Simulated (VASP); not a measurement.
A run of VASP 6.6.1:

The input INCAR:

```
SYSTEM = Na
ALGO = Normal ; EDIFF = 1E-7
ENCUT = 520 ; GGA = PS
ISIF = 2 ; ISMEAR = -1
LASPH = .TRUE. ; LCHARG = .TRUE.
LELF = .TRUE. ; LREAL = .FALSE.
LVHAR = .TRUE. ; LWAVE = .FALSE.
NBANDS = 10 ; NELM = 80
PREC = Accurate ; SIGMA = 0.05
```

File KPOINTS:

```
k-points
0
G
  13 13 13
  0 0 0
```

The input POSCAR:

```
Na
1.0
   -2.0847918675      2.0847918675      2.0847918675
    2.0847918675     -2.0847918675      2.0847918675
    2.0847918675      2.0847918675     -2.0847918675
Na
1
Direct
    0.0000000000      0.0000000000      0.0000000000
```

Potentials or basis: VASP PAW PBE potentials, release 64 (Na_pv).

Command:

```sh
$ cat potpaw_PBE.64/Na_pv/POTCAR > POTCAR
$ mpirun -np 1 vasp_std > vasp.out
```

Hardware: 1 thread of AMD EPYC 7R13, on a shared host.

**Question.** Estimate the wall time of this run.

**Answer.** Wall time 39 s on 1 thread of AMD EPYC 7R13, on a shared host, peak memory 0.13 GiB. Counts: scf iterations 10, k points 84.
